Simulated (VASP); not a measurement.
# Cd (I4/mmm) in VASP: notebook

Runs on Cd. Level: PBEsol. Tasks: single point.

Everything below comes from runs of VASP 6.6.1. Logs are shortened: lines on timing, memory, paths and dates and some standing lists are left out, and cuts for length are marked.

## Step 1: The cell of the first run

Symmetry: I4/mmm, No. 139, tetragonal system. The conventional cell has a = 3.137 Å, b = 3.137 Å, c = 4.569 Å, α = 90.00°, β = 90.00°, γ = 90.00°. Within 4.1 Å of Cd (site symmetry 4/mmm) lie 12 Cd at 3.14 to 3.18 Å.

## Step 2: Single point, PBEsol (strain +0.000 along x and y, +0.030 along z)

INCAR

```
PREC = Accurate ; ENCUT = 520
EDIFF = 1E-6 ; ISMEAR = 0
SIGMA = 0.15 ; LREAL = False
LASPH = True ; NELM = 80
ALGO = Fast ; ISIF = 2
LWAVE = False ; LCHARG = False
GGA = PS ; NBANDS = 12
```

KPOINTS

```
regular mesh
0
Gamma
  18 18 18
```

POSCAR

```
Cd
1.0
    0.0000000000      2.2181497500      2.2846942425
    2.2181497500      0.0000000000      2.2846942425
    2.2181497500      2.2181497500      0.0000000000
Cd
1
Direct
    0.0000000000      0.0000000000      0.0000000000
```

Potentials or basis: VASP PAW PBE potentials, release 64 (Cd).

Launch:

```sh
$ cat potpaw_PBE.64/Cd/POTCAR > POTCAR
$ mpirun -np 1 vasp_std > vasp.out
```

OUTCAR:

```text
PREC = Accurate
   ENCUT = 520
   EDIFF = 1E-6
   ISMEAR = 0
   LREAL = False
   LASPH = True
   NELM = 80
   ISIF = 2
   GGA = PS

 ion  position               nearest neighbor table
   1  0.000  0.000  0.000-

  LATTYP: Found a body centered tetragonal cell.
 ALAT       =     3.1369374598
 C/A-ratio  =     1.4566399692

  Lattice vectors:

 A1 = (  -2.2181497500,   0.0000000000,   2.2846942425)
 A2 = (   2.2181497500,   0.0000000000,   2.2846942425)
 A3 = (   0.0000000000,   2.2181497500,  -2.2846942425)

Analysis of symmetry for initial positions (statically):
=====================================================================
 Subroutine PRICEL returns:
 Original cell was already a primitive cell.

 Routine SETGRP: Setting up the symmetry group for a
 body centered tetragonal supercell.

 Subroutine GETGRP returns: Found 16 space group operations
 (whereof 16 operations were pure point group operations)
 out of a pool of 16 trial point group operations.

The static configuration has the point symmetry D_4h.

Analysis of symmetry for dynamics (positions and initial velocities):
=====================================================================
 Subroutine PRICEL returns:
 Original cell was already a primitive cell.

 Routine SETGRP: Setting up the symmetry group for a
 body centered tetragonal supercell.

 Subroutine GETGRP returns: Found 16 space group operations
 (whereof 16 operations were pure point group operations)
 out of a pool of 16 trial point group operations.

The dynamic configuration has the point symmetry D_4h.

 Subroutine INISYM returns: Found 16 space group operations
 (whereof 16 operations are pure point group operations),
 and found     1 'primitive' translations

----------------------------------------------------------------------------------------

                                     Primitive cell

  volume of cell :      22.4823

  direct lattice vectors                    reciprocal lattice vectors
     0.000000000  2.218149750  2.284694243    -0.225413095  0.225413095  0.218847665
     2.218149750  0.000000000  2.284694243     0.225413095 -0.225413095  0.218847665
     2.218149750  2.218149750  0.000000000     0.225413095  0.225413095 -0.218847665

  length of vectors
     3.184339193  3.184339193  3.136937460     0.386673541  0.386673541  0.386673541

  position of ions in fractional coordinates (direct lattice)
     0.000000000  0.000000000  0.000000000

  ion indices of the primitive-cell ions
   primitive index   ion index
                 1           1

----------------------------------------------------------------------------------------

 KPOINTS: regular mesh

Automatic generation of k-mesh.
 Grid dimensions read from file:
 generate k-points for:   18   18   18

 Generating k-lattice:

  Cartesian coordinates                     Fractional coordinates (reciprocal lattice)
    -0.012522950  0.012522950  0.012158204     0.055555556  0.000000000  0.000000000
     0.012522950 -0.012522950  0.012158204     0.000000000  0.055555556  0.000000000
     0.012522950  0.012522950 -0.012158204     0.000000000  0.000000000  0.055555556

  Length of vectors
     0.021481863  0.021481863  0.021481863

  Shift w.r.t. Gamma in fractional coordinates (k-lattice)
     0.000000000  0.000000000  0.000000000

 Subroutine IBZKPT returns following result:
 ===========================================

 Found    480 irreducible k-points:

 Following reciprocal coordinates:
            Coordinates               Weight
  0.000000  0.000000  0.000000      1.000000
  0.055556 -0.000000  0.000000      8.000000
  0.111111 -0.000000  0.000000      8.000000
  0.166667  0.000000  0.000000      8.000000
  0.222222 -0.000000  0.000000      8.000000
  0.277778 -0.000000  0.000000      8.000000
[... 16 lines left out ...]
 -0.277778  0.055556  0.000000      8.000000
 -0.222222  0.055556  0.000000      8.000000
 [... further k-points ...]
   k-points           NKPTS =    480   k-points in BZ     NKDIM =    480   number of bands    NBANDS=     12
   number of dos      NEDOS =    301   number of ions     NIONS =      1
   total plane-waves  NPLWV =  13824
   dimension x,y,z NGX =    24 NGY =   24 NGZ =   24
   dimension x,y,z NGXF=    48 NGYF=   48 NGZF=   48
   ions per type =               1
   NGX,Y,Z   is equivalent  to a cutoff of  12.53, 12.53, 12.72 a.u.
   NGXF,Y,Z  is equivalent  to a cutoff of  25.06, 25.06, 25.44 a.u.
 SYSTEM =  unknown system
   PREC   = accura    normal or accurate (medium, high low for compatibility)
   ISTART =      0    job   : 0-new  1-cont  2-samecut
   ICHARG =      2    charge: 1-file 2-atom 10-const
   ISPIN  =      1    spin polarized calculation?
   LNONCOLLINEAR =      F non collinear calculations
   LSORBIT =      F    spin-orbit coupling
   LASPH  =      T    aspherical Exc in radial PAW
   ENCUT  =  520.0 eV  38.22 Ry    6.18 a.u.   5.92  5.92  5.83*2*pi/ulx,y,z
   NELM   =     80;   NELMIN=  2; NELMDL= -5     # of ELM steps
   EDIFF  = 0.1E-05   stopping-criterion for ELM
   LREAL  =      F    real-space projection
   EDIFFG = 0.1E-04   stopping-criterion for IOM
   NSW    =      0    number of steps for IOM
   IBRION =     -1    ionic relax: 0-MD 1-quasi-New 2-CG
   NFREE  =      0    steps in history (QN), initial steepest desc. (CG)
   ISIF   =      2    stress and relaxation
   ISYM   =      2    0-nonsym 1-usesym 2-fastsym
   POTIM  = 0.5000    time-step for ionic-motion
   TEBEG  =    0.0;   TEEND  =   0.0 temperature during run
   PSTRESS=    0.0 pullay stress
   NELECT =      12.0000    total number of electrons
   NUPDOWN=      -1.0000    fix difference up-down
   EMIN   =  10.00;   EMAX   =-10.00  energy-range for DOS
   EFERMI =   0.00;   METHOD = LEGACY
   ISMEAR =     0;   SIGMA  =   0.15  broadening in eV -4-tet -1-fermi 0-gaus
   EFERMI_NEDOS =   21; number of points for ismear=-14 and -15
   IALGO  =     68    algorithm
   IMIX   =      4    mixing-type and parameters
     AMIX     =   0.40;   BMIX     =  1.00
     AMIX_MAG =   1.60;   BMIX_MAG =  1.00
  volume/ion in A,a.u.               =      22.48       151.72
  Fermi-wavevector in a.u.,A,eV,Ry     =   1.327971  2.509502 23.993975  1.763507
  Thomas-Fermi vector in A             =   2.457244
   LORBIT       =      0    0 simple, 1 ext, 2 COOP (PROOUT), +10 PAW based schemes
   GGA     = PS    functional components
   LHFCALC =     F    Hartree Fock is set to
   AEXX    =    0.0000 exact exchange contribution
   IVDW    =     0    specifies the selected vdW correction
   LEPSILON=     F    determine dielectric tensor
   LRPA    =     F    only Hartree local field effects (RPA)
 non-spin polarized calculation
 RMM-DIIS sequential band-by-band and
 Gauss-broadening in eV      SIGMA  =   0.15
  energy-cutoff  :      520.00
  volume of cell :       22.48
 maximum number of plane-waves:       624
   NGX = 11   NGY = 11   NGZ = 11

 number of electron      11.9999997 magnetization

 Free energy of the ion-electron system (eV)
  ---------------------------------------------------
  ext. energy  EPLUGINS =         0.00000000
  ---------------------------------------------------
  free energy    TOTEN  =        -1.17290456 eV

  energy without entropy =       -1.16858960  energy(sigma->0) =       -1.17074708

 E-fermi :   2.3718     XC(G=0): -11.0077

 val. band max:        2.3657640677   @ k =  -0.4444   0.2222   0.0000
 cond. band min:       2.3760498795   @ k =  -0.2778   0.3333   0.2778
 fundamental gap:      0.0102858118
 Fermi energy:         2.3718338464

 k-point     1 :       0.0000    0.0000    0.0000
  band No.  band energies     occupation
      1      -6.6103      2.00000
      2      -6.5153      2.00000
      3      -6.5153      2.00000
      4      -6.1684      2.00000
      5      -6.1528      2.00000
      6      -6.0758      2.00000
      7      16.2367      0.00000
      8      17.0617      0.00000
      9      17.0617      0.00000
     10      17.1048      0.00000
     11      20.3894      0.00000
     12      20.3896      0.00000

 k-point     2 :       0.0556   -0.0000    0.0000
  band No.  band energies     occupation
      1      -6.6041      2.00000
      2      -6.5168      2.00000
      3      -6.5030      2.00000
      4      -6.1632      2.00000
      5      -6.0808      2.00000
      6      -6.0800      2.00000
      7      15.6781      0.00000
      8      16.4933      0.00000
      9      16.9414      0.00000
     10      16.9452      0.00000
     11      20.6161      0.00000
     12      20.6762      0.00000

 k-point     3 :       0.1111   -0.0000    0.0000
  band No.  band energies     occupation
      1      -6.6089      2.00000
      2      -6.5135      2.00000
      3      -6.4708      2.00000
      4      -6.1632      2.00000
      5      -6.0888      2.00000
      6      -5.8328      2.00000
      7      13.7456      0.00000
      8      16.3935      0.00000
      9      16.6175      0.00000
     10      16.6526      0.00000
     11      20.7225      0.00000
     12      21.2087      0.00000
[... 286 lines left out ...]
 k-point    23 :      -0.2778    0.0556    0.0000
  band No.  band energies     occupation
      1      -6.8233      2.00000
      2      -6.5120      2.00000
      3      -6.4172      2.00000
      4      -6.0276      2.00000
      5      -5.9605      2.00000
      6      -3.6445      2.00000
      7       6.9200      0.00000
      8      13.3646      0.00000
      9      16.4632      0.00000
     10      16.5121      0.00000
     11      19.4346      0.00000
     12      19.6249      0.00000

 k-point    24 :      -0.2222    0.0556    0.0000
  band No.  band energies     occupation
      1      -6.7404      2.00000
      2      -6.4940      2.00000
      3      -6.3995      2.00000
      4      -6.1011      2.00000
      5      -6.0467      2.00000
      6      -4.4689      2.00000
      7       8.8863      0.00000
      8      13.6692      0.00000
      9      16.8810      0.00000
     10      16.9403      0.00000
     11      19.6699      0.00000
     12      20.0391      0.00000

 [... further k-points ...]

------------------------ aborting loop because EDIFF is reached ----------------------------------------

  FORCE on cell =-STRESS in cart. coord.  units (eV):
  Direction    XX          YY          ZZ          XY          YZ          ZX
  --------------------------------------------------------------------------------------
  -------------------------------------------------------------------------------------
  Total       -0.3833415     -0.3833415     -0.5120498      0.0000000      0.0000000      0.0000000
  in kB      -27.3184834    -27.3184834    -36.4907672      0.0000000      0.0000000      0.0000000
  external PRESSURE =     -30.3759113 kB  Pullay stress =       0.0000000 kB

 VOLUME and BASIS-vectors are now :
 -----------------------------------------------------------------------------
  energy-cutoff  :      520.00
  volume of cell :       22.48
      direct lattice vectors                 reciprocal lattice vectors
     0.000000000  2.218149750  2.284694243    -0.225413095  0.225413095  0.218847665
     2.218149750  0.000000000  2.284694243     0.225413095 -0.225413095  0.218847665
     2.218149750  2.218149750  0.000000000     0.225413095  0.225413095 -0.218847665

 POSITION                                       TOTAL-FORCE (eV/Angst)
 -----------------------------------------------------------------------------------
      0.00000      0.00000      0.00000         0.000000     -0.000000      0.000000
 -----------------------------------------------------------------------------------
    total drift:                               -0.000000      0.000000      0.000000

  FREE ENERGIE OF THE ION-ELECTRON SYSTEM (eV)
  ---------------------------------------------------
  free  energy   TOTEN  =        -1.1729045557 eV

  energy  without entropy=       -1.1685895952  energy(sigma->0) =       -1.17074708
```

It took 88 s on 1 thread of Oxide Virtual Turin-like, shared host; peak memory 0.2 GiB.

Results:

* Free energy: -1.1729 eV
* Pressure: -3.0 GPa
* Band gap on the k mesh: zero (bands 6 and 7 overlap by 3.08 eV)

Caveat: the cell differs from its parent crystal (strain +0.000 along x and y, +0.030 along z); the cell stands under tension; the PAW data sets were made with another functional, which shifts forces and pressure a little.

## Step 3: Single point, PBEsol (strain +0.015 along x and y, +0.000 along z)

INCAR

```
SYSTEM = Cd
PREC = Accurate ; ENCUT = 520
EDIFF = 1E-6 ; ISMEAR = 0
SIGMA = 0.15 ; LREAL = .FALSE.
LASPH = .TRUE. ; NELM = 80
ALGO = Fast ; ISIF = 2
LWAVE = .FALSE. ; LCHARG = .FALSE.
GGA = PS ; NBANDS = 12
```

KPOINTS

```
Automatic mesh
0
G
  18 18 18
  0 0 0
```

POSCAR

```
Cd
1.0
    0.0000000000      2.2514219962      2.2181497500
    2.2514219962      0.0000000000      2.2181497500
    2.2514219962      2.2514219962      0.0000000000
Cd
1
Direct
    0.0000000000      0.0000000000      0.0000000000
```

Potentials or basis: VASP PAW PBE potentials, release 64 (Cd).

Launch:

```sh
$ cat potpaw_PBE.64/Cd/POTCAR > POTCAR
$ mpirun -np 1 vasp_std > vasp.out
```

Run time: 68 s. Hardware: 1 thread of Oxide Virtual Turin-like, shared host; peak memory 0.2 GiB.

Results (log left out):

| Quantity | Value |
| --- | --- |
| Free energy | -1.1738 eV |
| Pressure | -3.1 GPa |
| Band gap on the k mesh | zero (bands 6 and 7 overlap by 3.01 eV) |

Stress tensor (GPa, compression positive):
```
-3.20  0.00  0.00
 0.00 -3.20  0.00
 0.00  0.00 -2.81
```

Levels at points of the mesh, in eV from the Fermi level:
```csv
k point,band 3,band 4,band 5,band 6,band 7,band 8,band 9,band 10
"(0.00, 0.00, 0.00)",-8.88,-8.53,-8.51,-8.46,13.86,14.69,14.71,14.71
"(0.50, 0.00, 0.00)",-8.89,-8.14,-8.12,-2.16,-1.31,12.15,12.41,13.04
"(0.50, 0.50, 0.00)",-8.15,-8.04,-8.04,-0.55,1.54,6.57,6.57,10.74
"(0.50, 0.00, 0.50)",-8.15,-8.06,-8.03,-0.74,1.23,6.78,6.84,11.00
```

Caveat: the cell differs from its parent crystal (strain +0.015 along x and y, +0.000 along z); the cell stands under tension; the PAW data sets were made with another functional, which shifts forces and pressure a little.

## Step 4: Single point, PBEsol (strain +0.030 along x and y, +0.000 along z)

INCAR

```
PREC = Accurate ; ENCUT = 520
EDIFF = 1E-6 ; ISMEAR = 0
SIGMA = 0.15 ; LREAL = False
LASPH = True ; NELM = 60
ALGO = Normal ; ISIF = 2
LWAVE = False ; LCHARG = False
GGA = PS ; NBANDS = 12
```

KPOINTS

```
Automatic mesh
0
Gamma
  18 18 18
```

POSCAR

```
Cd
1.0
    0.0000000000      2.2846942425      2.2181497500
    2.2846942425      0.0000000000      2.2181497500
    2.2846942425      2.2846942425      0.0000000000
Cd
1
Direct
    0.0000000000      0.0000000000      0.0000000000
```

Launch:

```sh
$ cat potpaw_PBE.64/Cd/POTCAR > POTCAR
$ mpirun -np 1 vasp_std > vasp.out
```

Wall time 63 s (1 thread of Oxide Virtual Turin-like, shared host); peak memory 0.21 GiB.

The run converged. Its results:

```
Free energy            : -1.1578 eV
Pressure               : -4.1 GPa
Band gap on the k mesh : zero (bands 6 and 7 overlap by 3.15 eV)
```

Stress tensor (GPa, compression positive):
```
-4.36  0.00  0.00
 0.00 -4.36  0.00
 0.00  0.00 -3.70
```

Levels at points of the mesh, in eV from the Fermi level:
```
           k point  band 4  band 5  band 6  band 7  band 8  band 9
(0.00, 0.00, 0.00)   -8.48   -8.40   -8.32   13.76   14.38   14.43
(0.50, 0.00, 0.00)   -8.13   -8.09   -2.04   -1.35   11.74   12.16
(0.50, 0.50, 0.00)   -8.02   -8.02   -0.36    1.62    6.33    6.33
(0.50, 0.00, 0.50)   -8.05   -8.00   -0.73    1.03    6.73    6.84
```

Caveat: the cell differs from its parent crystal (strain +0.030 along x and y, +0.000 along z); the cell stands under tension; the PAW data sets were made with another functional, which shifts forces and pressure a little.

## Step 5: Single point, PBEsol (strain +0.015 along x and y, +0.030 along z)

INCAR

```
SYSTEM = Cd
ALGO = Fast ; EDIFF = 1E-7
ENCUT = 520 ; GGA = PS
ISIF = 2 ; ISMEAR = 0
LASPH = .True. ; LCHARG = .True.
LELF = .True. ; LREAL = .False.
LVHAR = .True. ; LWAVE = .False.
NBANDS = 12 ; NELM = 80
PREC = Accurate ; SIGMA = 0.15
```

KPOINTS

```
k-points
0
Gamma
  18 18 18
  0 0 0
```

POSCAR

```
Cd
1.0
    0.0000000000      2.2514219962      2.2846942425
    2.2514219962      0.0000000000      2.2846942425
    2.2514219962      2.2514219962      0.0000000000
Cd
1
Direct
    0.0000000000      0.0000000000      0.0000000000
```

Launch:

```sh
$ cat potpaw_PBE.64/Cd/POTCAR > POTCAR
$ mpirun -np 1 vasp_std > vasp.out
```

It took 1.7 min on 1 thread of Oxide Virtual Turin-like, shared host; peak memory 0.21 GiB.

The run converged. Its results:

- Free energy: -1.1584 eV
- Pressure: -4.1 GPa
- Band gap on the k mesh: zero (bands 6 and 7 overlap by 3.03 eV)

Stress tensor (GPa, compression positive):
```
-3.98  0.00  0.00
 0.00 -3.98  0.00
 0.00  0.00 -4.39
```

Levels at points of the mesh, in eV from the Fermi level:
```tsv
k point	band 2	band 3	band 4	band 5	band 6	band 7	band 8	band 9	band 10	band 11
(0.00, 0.00, 0.00)	-8.82	-8.82	-8.46	-8.42	-8.31	13.75	14.40	14.40	14.43	17.70
(0.50, 0.00, 0.00)	-8.85	-8.82	-8.11	-8.09	-2.04	-1.35	11.86	12.22	12.90	15.75
(0.50, 0.50, 0.00)	-9.33	-8.12	-8.02	-8.02	-0.73	1.03	6.78	6.78	10.84	10.87
(0.50, 0.00, 0.50)	-9.33	-8.12	-8.03	-8.00	-0.54	1.32	6.53	6.59	10.59	10.67
```

Caveat: the cell differs from its parent crystal (strain +0.015 along x and y, +0.030 along z); the cell stands under tension; the PAW data sets were made with another functional, which shifts forces and pressure a little.

## Step 6: The runs side by side

```tsv
cell	gap on the mesh (eV)	pressure (GPa)
a = 3.184, b = 3.184, c = 3.137 Å, angles 60.5, 60.5, 59.0°, 1 atom	none	-3.0
a = 3.161, b = 3.161, c = 3.184 Å, angles 59.8, 59.8, 60.5°, 1 atom	none	-3.1
a = 3.184, b = 3.184, c = 3.231 Å, angles 59.5, 59.5, 61.0°, 1 atom	none	-4.1
a = 3.208, b = 3.208, c = 3.184 Å, angles 60.2, 60.2, 59.5°, 1 atom	none	-4.1
```

Alike in all rows: task single point; level PBEsol; potentials or basis VASP PAW PBE potentials, release 64 (Cd); no spin polarisation; k mesh 18 × 18 × 18; cutoff (eV) 520; smearing gaussian 0.15 eV.

Caveats: the cell stands under tension; the PAW data sets were made with another functional, which shifts forces and pressure a little.

Absolute energies hang on the potentials; compare differences alone.

The gap in the log of VASP goes by the Fermi energy; the results here count the filled bands.